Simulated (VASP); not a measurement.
Set up this calculation in VASP 6.6.1, as the native input.

| Property | Result |
| --- | --- |
| Task | single point |
| Functional | PBE |
| Potentials or basis | VASP PAW PBE potentials, release 64 (Sc_sv, Al) |
| Cutoff | 500 eV |
| k mesh | 9 × 9 × 9 |
| Occupations | fermi-dirac, width 0.05 eV |
| Spin | no spin polarisation |
| Dipole correction | no |
| Further INCAR settings | ALGO = Normal; EDIFF = 1e-06; NBANDS = 18 |

The structure of ScAl3 lies in POSCAR:

```
ScAl3
1.0
   -2.0522715909      2.0522715909      4.5099473577
    2.0522715909     -2.0522715909      4.5099473577
    2.0522715909      2.0522715909     -4.5099473577
Sc Al
1 3
Direct
    0.0000000000      0.0000000000      0.0000000000
    0.5000000000      0.5000000000      0.0000000000
    0.2500000000      0.7500000000      0.5000000000
    0.7500000000      0.2500000000      0.5000000000
```

One way to write it, as run:

INCAR

```
SYSTEM = ScAl3
ALGO     = Normal         ! electronic algorithm
EDIFF    = 1E-6           ! SCF threshold, eV
ENCUT    = 500            ! plane-wave cutoff, eV
GGA      = PE             ! functional
GGA_COMPAT= .False.      
ISIF     = 2              ! what is computed and relaxed
ISMEAR   = -1             ! smearing method
LASPH    = .True.         ! aspherical terms in the spheres
LCHARG   = .False.        ! write CHGCAR
LREAL    = .False.        ! projectors in reciprocal space
LWAVE    = .False.        ! write WAVECAR
NBANDS   = 18             ! bands
NELM     = 120            ! most SCF steps
PREC     = Accurate       ! precision mode
SIGMA    = 0.05           ! smearing width, eV
```

KPOINTS

```
k-points
0
Gamma
  9 9 9
  0 0 0
```

Potentials or basis: VASP PAW PBE potentials, release 64 (Sc_sv, Al).

Run with:

```bash
$ cat potpaw_PBE.64/Sc_sv/POTCAR potpaw_PBE.64/Al/POTCAR > POTCAR
$ mpirun -np 1 vasp_std > vasp.out
```

Results of the run:

* Pressure: -4.6 GPa
* Band gap on the k mesh: zero (bands 10 and 11 overlap by 1.80 eV)

Caveat: the cell stands under tension.

Run time: 60 s on 1 thread of Intel(R) Xeon(R) 6975P-C (Granite Rapids) (shared host), peak memory 0.29 GiB.
